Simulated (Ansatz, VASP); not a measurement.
**One calculation of BN, two programs**

```
B N
1.0
    -0.05423    1.78039    1.78039
     1.78039   -0.05423    1.78039
     1.78039    1.78039   -0.05423
B N
1 1
Direct
  0.00000 0.00000 0.00000
  0.75000 0.75000 0.75000
```

Change from the starting cell: equal xy, yz and zx shear strains of -3 %, crystal datasets.

Alike in both runs: task electric field gradients; functional PBEsol; k mesh 13 × 13 × 13; occupations fermi-dirac, width 0.03 eV; no spin polarisation.

|  | VASP | Ansatz |
| --- | --- | --- |
| version | VASP 6.6.1 | Ansatz 0.2.0 |
| potentials or method | VASP PAW PBE potentials, release 64 (B, N), cutoff 520 eV | all-electron PAW with datasets made for the crystal, scalar-relativistic |

|  | VASP | Ansatz | Ansatz less VASP |
| --- | --- | --- | --- |
| gap on the k mesh at the Fermi level (eV) | 4.23 | 4.23 | +0.009 |
| pressure (GPa) | -1.1 | -1.6 | -0.57 |
| traceless stress, the component that is largest in VASP (GPa) | 14.08 | 13.98 | -0.105 |
| rms of the force components (eV/Å) | 0.131 | 0.125 | -0.0068 |
| size of Vzz on the site where it differs most (V/Å²) | 9.9 | 9.4 | -0.51 |

VASP's potentials were made for PBE, not for PBEsol. Atom by atom the forces differ by 0.007 eV/Å (rms over components). Ansatz ran all-electron here, and VASP with PAW potentials.
